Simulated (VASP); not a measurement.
Set up this calculation in VASP 6.6.1, as the native input.

```yaml
Task: single point
Functional: PBE
Potentials_or_basis: VASP PAW PBE potentials, release 64 (Rh_pv)
Cutoff: 500 eV
k_mesh: 13 × 13 × 13
Occupations: fermi-dirac, width 0.05 eV
Spin: no spin polarisation
Dipole_correction: no
Further_INCAR_settings: ALGO = Normal; EDIFF = 1e-06; NBANDS = 14
```

The structure of Rh lies in POSCAR:

```
Rh
1.0
    0.0000000000      1.8634922002      1.8634922002
    1.8634922002      0.0000000000      1.8634922002
    1.8634922002      1.8634922002      0.0000000000
Rh
1
Direct
    0.0000000000      0.0000000000      0.0000000000
```

The input as run:

INCAR

```
  ALGO = Normal
  EDIFF = 1E-6
  ENCUT = 500
  GGA = PE
  GGA_COMPAT = F
  ISIF = 2
  ISMEAR = -1
  LASPH = T
  LCHARG = T
  LELF = T
  LREAL = F
  LVHAR = T
  LWAVE = F
  NBANDS = 14
  NELM = 120
  PREC = Accurate
  SIGMA = 0.05
```

KPOINTS

```
k-points
0
Gamma
  13 13 13
```

Potentials or basis: VASP PAW PBE potentials, release 64 (Rh_pv).

Command:

```sh
$ cat potpaw_PBE.64/Rh_pv/POTCAR > POTCAR
$ mpirun -np 1 vasp_std > vasp.out
```

It gave:

```json
{
  "Pressure": "26.3 GPa"
}
```

Wall time 7.6 s on 1 thread of Intel(R) Xeon(R) Platinum 8488C (Sapphire Rapids), on a shared host, peak memory 0.13 GiB.
